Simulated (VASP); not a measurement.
Set up this calculation in VASP 6.6.1, as the native input.

- Task: single point
- Functional: PBEsol
- Potentials or basis: VASP PAW PBE potentials, release 64 (Sb)
- Cutoff: 500 eV
- k mesh: 13 × 13 × 13
- Occupations: fermi-dirac, width 0.05 eV
- Spin: no spin polarisation
- Dipole correction: no
- Further INCAR settings: ALGO = Normal; EDIFF = 1e-06; NBANDS = 8

The structure of Sb lies in POSCAR:

```
Sb
1.0
    3.1600000000      0.0000000000      0.0000000000
    0.0000000000      3.1600000000      0.0000000000
    0.0000000000      0.0000000000      3.0652000000
Sb
1
Direct
    0.0000000000      0.0000000000      0.0000000000
```

This cell differs from its parent crystal: zz strain of -3 %.

These files were run (other wordings do the same):

INCAR

```
SYSTEM = Sb
  PREC = Accurate
  ENCUT = 500
  EDIFF = 1E-6
  ISMEAR = -1
  SIGMA = 0.05
  LREAL = .False.
  LASPH = .True.
  NELM = 120
  ALGO = Normal
  ISIF = 2
  LWAVE = .False.
  LCHARG = .False.
  GGA = PS
  NBANDS = 8
  GGA_COMPAT = .False.
```

KPOINTS

```
Automatic mesh
0
Gamma
  13 13 13
  0 0 0
```

Potentials or basis: VASP PAW PBE potentials, release 64 (Sb).

Command:

```bash
$ cat potpaw_PBE.64/Sb/POTCAR > POTCAR
$ mpirun -np 1 vasp_std > vasp.out
```

It gave:

- Pressure: -3.4 GPa

Caveat: the cell differs from its parent crystal (zz strain of -3 %); the PAW data sets were made with another functional, which shifts forces and pressure a little.

It took 29 s on 1 thread of AMD EPYC 7R13 (shared host), peak memory 0.14 GiB.
